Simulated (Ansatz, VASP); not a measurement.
**Hf8SeO15 in VASP and in Ansatz**

Contents of POSCAR:

```
Hf8SeO15
1.0
    0.0000000000      5.1150000000      5.1150000000
    5.1150000000      0.0000000000      5.1150000000
    5.1150000000      5.1150000000      0.0000000000
Hf Se O
8 1 15
Direct
   -0.0100886969     -0.0100886969     -0.0100886969
   -0.0100886969     -0.0100886969      0.5302660907
   -0.0100886969      0.5302660907     -0.0100886969
   -0.0092086954      0.5030695651      0.5030695651
    0.5302660907     -0.0100886969     -0.0100886969
    0.5030695651     -0.0092086954      0.5030695651
    0.5030695651      0.5030695651     -0.0092086954
    0.5030695651      0.5030695651      0.5030695651
    0.1250000000      0.1250000000      0.1250000000
    0.1185420575      0.1185420575      0.6314579425
    0.1185420575      0.6314579425      0.1185420575
    0.1185420575      0.6314579425      0.6314579425
    0.6314579425      0.1185420575      0.1185420575
    0.6314579425      0.1185420575      0.6314579425
    0.6314579425      0.6314579425      0.1185420575
    0.6250000000      0.6250000000      0.6250000000
    0.3750000000      0.3750000000      0.3750000000
    0.3863242498      0.3863242498      0.8636757502
    0.3863242498      0.8636757502      0.3863242498
    0.3863242498      0.8636757502      0.8636757502
    0.8636757502      0.3863242498      0.3863242498
    0.8636757502      0.3863242498      0.8636757502
    0.8636757502      0.8636757502      0.3863242498
    0.8750000000      0.8750000000      0.8750000000
```

The input INCAR.step1:

```
SYSTEM = Hf8SeO15
PREC = Accurate
ENCUT = 520
ISMEAR = -1
SIGMA = 0.01
LREAL = Auto
LASPH = .TRUE.
NELM = 80
NBANDS = 106
GGA = PE
ALGO = Normal
EDIFF = 1E-4
LWAVE = .TRUE.
LCHARG = .FALSE.
```

Contents of INCAR.step2:

```
SYSTEM = Hf8SeO15
PREC = Accurate
ENCUT = 520
EDIFF = 1E-8
ISMEAR = -1
SIGMA = 0.01
LREAL = Auto
LASPH = .TRUE.
NELM = 80
ALGO = Normal
ISIF = 2
LWAVE = .FALSE.
LCHARG = .FALSE.
METAGGA = R2SCAN
LMIXTAU = .TRUE.
LEFG = .TRUE.
NBANDS = 106
ISTART = 1
```

KPOINTS

```
regular mesh
0
G
  3 3 3
  0 0 0
```

Input for Ansatz:

```yaml
crystal:
  lattice:
    - [0.0, 5.115, 5.115]
    - [5.115, 0.0, 5.115]
    - [5.115, 5.115, 0.0]
  atoms:
    - { symbol: Hf, position: [-0.0100886969, -0.0100886969, -0.0100886969] }
    - { symbol: Hf, position: [-0.0100886969, -0.0100886969, 0.5302660907] }
    - { symbol: Hf, position: [-0.0100886969, 0.5302660907, -0.0100886969] }
    - { symbol: Hf, position: [-0.0092086954, 0.5030695651, 0.5030695651] }
    - { symbol: Hf, position: [0.5302660907, -0.0100886969, -0.0100886969] }
    - { symbol: Hf, position: [0.5030695651, -0.0092086954, 0.5030695651] }
    - { symbol: Hf, position: [0.5030695651, 0.5030695651, -0.0092086954] }
    - { symbol: Hf, position: [0.5030695651, 0.5030695651, 0.5030695651] }
    - { symbol: Se, position: [0.125, 0.125, 0.125] }
    - { symbol: O, position: [0.1185420575, 0.1185420575, 0.6314579425] }
    - { symbol: O, position: [0.1185420575, 0.6314579425, 0.1185420575] }
    - { symbol: O, position: [0.1185420575, 0.6314579425, 0.6314579425] }
    - { symbol: O, position: [0.6314579425, 0.1185420575, 0.1185420575] }
    - { symbol: O, position: [0.6314579425, 0.1185420575, 0.6314579425] }
    - { symbol: O, position: [0.6314579425, 0.6314579425, 0.1185420575] }
    - { symbol: O, position: [0.625, 0.625, 0.625] }
    - { symbol: O, position: [0.375, 0.375, 0.375] }
    - { symbol: O, position: [0.3863242498, 0.3863242498, 0.8636757502] }
    - { symbol: O, position: [0.3863242498, 0.8636757502, 0.3863242498] }
    - { symbol: O, position: [0.3863242498, 0.8636757502, 0.8636757502] }
    - { symbol: O, position: [0.8636757502, 0.3863242498, 0.3863242498] }
    - { symbol: O, position: [0.8636757502, 0.3863242498, 0.8636757502] }
    - { symbol: O, position: [0.8636757502, 0.8636757502, 0.3863242498] }
    - { symbol: O, position: [0.875, 0.875, 0.875] }
kpoints:
  mp_grid: { grid: [3, 3, 3] }
scf:
  occupations: { method: fermi_dirac, width: 0.01 }
hamiltonian:
  xc: r2scan
  pseudopotentials: { kind: paw }
output:
  forces: true
  stress: true
  populations: true
  efg:
    quadrupole_moments_barn: { Hf: 3.365, O: -0.02558 }
    contact_densities: true
```

Alike in both runs: task electric field gradients; functional r2SCAN; k mesh 3 × 3 × 3; occupations fermi-dirac, width 0.01 eV; no spin polarisation.

```csv
,VASP,Ansatz
version,VASP 6.6.1,Ansatz 0.2.0
potentials or method,"VASP PAW PBE potentials, release 64 (Hf_pv, Se, O)","plane-wave PAW, scalar-relativistic"
plane-wave cutoff (eV),520,500
valence electrons in the cell,176,314
```

```csv
,VASP,Ansatz,Ansatz less VASP
gap on the k mesh at the Fermi level (eV),3.34,3.33,-0.009
pressure (GPa),8.0,11.5,+3.49
rms of the force components (eV/Å),0.093,0.047,-0.0465
size of Vzz on the site where it differs most (V/Å²),165.6,170.5,+4.90
```

VASP's potentials were made for PBE, not for r2SCAN. Atom by atom the forces differ by 0.052 eV/Å (rms over components). With one functional, cell and mesh, what is left measures potentials, basis and numerics. VASP's potentials hold 176 valence electrons a cell and Ansatz's 314, so a difference there can come from the potentials and not from the codes.

Neither program's run includes spin-orbit coupling.
